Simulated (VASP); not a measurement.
Runs of VASP 6.6.1 on HfN. The structure is that of space group Fm-3m (No. 225), or close to it. The cells are those of the table. 

```tsv
level	potentials or basis	cell	gap on the mesh (eV)	pressure (GPa)
LDA	VASP PAW LDA potentials, release 64 (Hf_pv, N)	a = 3.195 Å, angles 60.0°, 2 atoms	none	(b)
PBEsol+D3(BJ)	VASP PAW PBE potentials, release 64 (Hf_pv, N)	a = 3.120 Å, angles 60.0°, 2 atoms	none	11.1
PBEsol+D3(BJ)	VASP PAW PBE potentials, release 64 (Hf_pv, N)	a = 3.141 Å, angles 60.0°, 2 atoms	none	(a)
RPBE	VASP PAW PBE potentials, release 64 (Hf_pv, N)	a = 3.213 Å, angles 60.0°, 2 atoms	none	2.9
PBEsol+D3(BJ)	VASP PAW PBE potentials, release 64 (Hf_pv, N)	a = 3.133 Å, angles 60.0°, 2 atoms	none	6.5
```

Alike in all rows: task single point; no spin polarisation; k mesh 10 × 10 × 10; cutoff (eV) 520; smearing gaussian 0.05 eV.

Problem. Fill in the values left out.

Solution. (a) 4.1; (b) -10.6.

Caveats: spin-orbit coupling is left out, which moves the levels of the heavy elements; the PAW data sets were made with another functional, which shifts forces and pressure a little (some runs); pairwise dispersion overbinds metals, which lowers pressure and volume (some runs).

A k mesh can miss the band edges, and the runs leave out spin-orbit coupling on Hf.

A gap of «none» marks levels without a gap at the run's occupations.
